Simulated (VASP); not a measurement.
## Co: single point with PBE+U

Crystal: Co.

```
Co
1.0
     0.00000    3.58900    3.58900
     1.79450    0.00000    1.79450
     1.79450    1.79450    0.00000
Co
2
Cartesian
  0.0000 0.0000 0.0000
  0.0000 1.7945 1.7945
```

This isn't the form of Co at room conditions, which is hcp.

| Property | Result |
| --- | --- |
| Program | VASP 6.6.1 |
| Task | single point |
| Functional | PBE |
| Potentials or basis | VASP PAW PBE potentials, release 64 (Co) |
| Cutoff | 520 eV |
| k mesh | 6 × 12 × 12 |
| Occupations | fermi-dirac, width 0.05 eV |
| Spin | collinear spin, ferromagnetic start |
| Starting moments | [3.0, 3.0] μB |
| Hubbard terms | Co d U = 2.7 eV |
| Dipole correction | no |
| Further INCAR settings | ALGO = Normal; EDIFF = 1e-06; NBANDS = 20; ISYM = 0 |

The pressure is -5.8 GPa, the net moment is 3.56 μB per cell and the site moments are Co +1.84 μB. The valence electrons inside the program's atomic spheres are Co 8.20.

Levels at points of the mesh, in eV from the Fermi level:
Spin up:
```tsv
k point	band 8	band 9	band 10	band 11	band 12	band 13	band 14	band 15
(0.00, 0.00, 0.00)	-2.99	-2.99	-1.82	-1.82	-0.21	5.25	21.15	22.58
(0.50, 0.00, 0.00)	-3.51	-2.59	-2.59	-2.58	-2.58	13.62	13.62	22.62
(0.00, 0.50, 0.00)	-1.82	-1.41	-1.41	-0.21	2.45	5.25	8.35	14.26
(0.00, 0.00, 0.50)	-1.82	-1.41	-1.41	-0.21	2.45	5.25	8.35	14.26
(0.00, 0.50, 0.50)	-1.82	-1.41	-1.41	-0.21	2.45	5.25	8.35	14.26
(0.50, 0.50, 0.00)	-3.06	-1.71	-1.71	1.80	1.80	8.00	8.00	13.64
(0.50, 0.00, 0.50)	-3.06	-1.71	-1.71	1.80	1.80	8.00	8.00	13.64
(0.50, 0.50, 0.50)	-3.06	-1.71	-1.71	1.80	1.80	8.00	8.00	13.64
```
Spin down:
| k point | band 4 | band 5 | band 6 | band 7 | band 8 | band 9 | band 10 | band 11 |
| --- | --- | --- | --- | --- | --- | --- | --- | --- |
| (0.00, 0.00, 0.00) | -1.52 | -1.52 | -0.89 | -0.89 | -0.35 | 1.56 | 1.56 | 1.64 |
| (0.50, 0.00, 0.00) | -1.99 | -1.08 | -1.08 | -1.08 | -1.08 | 1.41 | 1.41 | 1.41 |
| (0.00, 0.50, 0.00) | -0.89 | -0.89 | -0.35 | 0.73 | 0.73 | 1.64 | 1.64 | 2.39 |
| (0.00, 0.00, 0.50) | -0.89 | -0.89 | -0.35 | 0.73 | 0.73 | 1.64 | 1.64 | 2.39 |
| (0.00, 0.50, 0.50) | -0.89 | -0.89 | -0.35 | 0.73 | 0.73 | 1.64 | 1.64 | 2.39 |
| (0.50, 0.50, 0.00) | -2.32 | -1.21 | -1.21 | -0.05 | -0.05 | 1.85 | 1.85 | 3.28 |
| (0.50, 0.00, 0.50) | -2.32 | -1.21 | -1.21 | -0.05 | -0.05 | 1.85 | 1.85 | 3.28 |
| (0.50, 0.50, 0.50) | -2.32 | -1.21 | -1.21 | -0.05 | -0.05 | 1.85 | 1.85 | 3.28 |

Eigenvalues of the final occupation matrices:
```csv
site,spin,trace,eigenvalues
site 1 d,1,4.61,0.91 0.91 0.91 0.93 0.93
site 1 d,2,2.69,0.26 0.26 0.72 0.72 0.72
site 2 d,1,4.61,0.91 0.91 0.91 0.93 0.93
site 2 d,2,2.69,0.26 0.26 0.72 0.72 0.72
```

Run time: 2.6 min on 1 thread of Intel(R) Xeon(R) 6975P-C (Granite Rapids) (shared host), peak memory 0.37 GiB.

Caveat: the cell stands under tension; the U is typed as a test and isn't derived for this compound. The state reached can hang on the start; a lower one may exist.
